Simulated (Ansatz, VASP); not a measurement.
# PbS: VASP beside Ansatz

```
Pb S
1.0
     0.00000    2.96500    2.96500
     2.96500    0.00000    2.96500
     2.96500    2.96500    0.00000
Pb S
1 1
Direct
  0.00000 0.00000 0.00000
  0.50000 0.50000 0.50000
```

Alike in both runs: task single point; functional PBE; k mesh 8 × 8 × 8; occupations fermi-dirac, width 0.01 eV; no spin polarisation.

|  | VASP | Ansatz |
| --- | --- | --- |
| version | VASP 6.6.1 | Ansatz 0.2.0 |
| potentials or method | VASP PAW PBE potentials, release 64 (Pb_d, S), cutoff 520 eV | all-electron LAPW, scalar-relativistic |

Ansatz gave:

```
pressure (GPa) : 2.3
```

Problem. What did VASP give for the same quantities?

Solution. Pressure (GPa): 2.2.

Ansatz ran all-electron here, and VASP with PAW potentials.

Spin-orbit coupling is off throughout.
